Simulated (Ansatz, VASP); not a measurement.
## One calculation of Ru, two programs

INCAR

```
PREC = Accurate ; ENCUT = 520
EDIFF = 1E-6 ; ISMEAR = 1
SIGMA = 1.0 ; LREAL = False
LASPH = True ; NELM = 80
ALGO = Normal ; ISIF = 2
LWAVE = False ; LCHARG = True
GGA = CA ; LELF = True
LVHAR = True ; NBANDS = 21
```

File KPOINTS:

```
regular mesh
0
Gamma
  13 13 8
```

Contents of POSCAR:

```
Ru
1.0
    2.6775346364      0.0000000000      0.0000000000
   -1.3387673182      2.3188130146      0.0000000000
    0.0000000000      0.0000000000      4.2181251212
Ru
2
Direct
    0.3333333333      0.6666666667      0.2500000000
    0.6666666667      0.3333333333      0.7500000000
```

Input for Ansatz:

```yaml
crystal:
  lattice:
    - [2.6775346364, 0.0, 0.0]
    - [-1.3387673182, 2.3188130146, 0.0]
    - [0.0, 0.0, 4.2181251212]
  atoms:
    - { symbol: Ru, position: [0.3333333333, 0.6666666667, 0.25] }
    - { symbol: Ru, position: [0.6666666667, 0.3333333333, 0.75] }
hamiltonian:
  xc: lda
  pseudopotentials:
    kind: paw
    azcp:
      Ru: "pseudopotentials/Ru.paw.azcp"
basis:
  ecutwfc: 420
  fft_grid_basis: typed
kpoints:
  mp_grid: { grid: [13, 13, 8], shift: [0, 0, 0] }
magnetization:
  spin_polarized: false
scf:
  occupations: { method: cold, width: 1.0 }
  lower_state_search: "off"
output:
  stress: true
```

Alike in both runs: task single point; functional LDA; k mesh 13 × 13 × 8; no spin polarisation.

|  | VASP | Ansatz |
| --- | --- | --- |
| version | VASP 6.6.1 | Ansatz 0.2.0 |
| potentials or method | VASP PAW LDA potentials, release 64 (Ru_pv), cutoff 520 eV | plane waves (420 eV) with PAW, scalar-relativistic |
| occupations | methfessel-paxton of order 1, width 1 eV | cold, width 1 eV |
| valence electrons in the cell | 28 | 32 |

|  | VASP | Ansatz | Ansatz less VASP |
| --- | --- | --- | --- |
| pressure (GPa) | -0.1 | -1.3 | -1.24 |
| traceless stress, the component that is largest in VASP (GPa) | 0.81 | 1.29 | +0.484 |

Ansatz warns that its potentials were made for another functional, while VASP's fit it. LDA's correlation is that of Perdew and Zunger in VASP and of Perdew and Wang (1992) in Ansatz. VASP's potentials hold 28 valence electrons a cell and Ansatz's 32, so a difference there can come from the potentials and not from the codes.
